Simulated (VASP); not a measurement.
The system is CaC.

```
CELL_PARAMETERS angstrom
3.29594 0.00000 0.00000
0.00000 3.29594 0.00000
0.00000 0.00000 3.08436
ATOMIC_POSITIONS crystal
Ca 0.50000 0.50000 0.50000
C 0.00000 0.00000 0.00000
```

| Property | Result |
| --- | --- |
| Program | VASP 6.6.1 |
| Task | relaxation of cell and atoms |
| Functional | PBE |
| Potentials or basis | VASP PAW PBE potentials, release 64 (Ca_sv, C) |
| Cutoff | 600 eV |
| k mesh | 6 × 6 × 6 |
| Occupations | gaussian, width 0.1 eV |
| Spin | no spin polarisation |

At the start: pressure -6.3 GPa; volume 16.75 Å³/atom.

Question: How do energy, volume and symmetry change on relaxing?

Answer: Over 3 steps the energy falls by 34.8 meV/atom and the volume is 15.14 Å³/atom (-9.6 %); space group P4/mmm (No. 123, to 0.05 Å).

The path:
```csv
step,energy change (eV),largest force (eV/Å),pressure (GPa),volume (Å³)
1,0.0000,0.0000,-6.32,33.51
2,-0.0695,0.0000,-0.29,30.40
3,-0.0696,0.0000,0.00,30.29
```

Final structure:
```
Ca C
1.0
     3.18214    0.00000    0.00000
     0.00000    3.18214    0.00000
     0.00000    0.00000    2.99082
Ca C
1 1
Direct
  0.50000 0.50000 0.50000
  0.00000 0.00000 0.00000
```
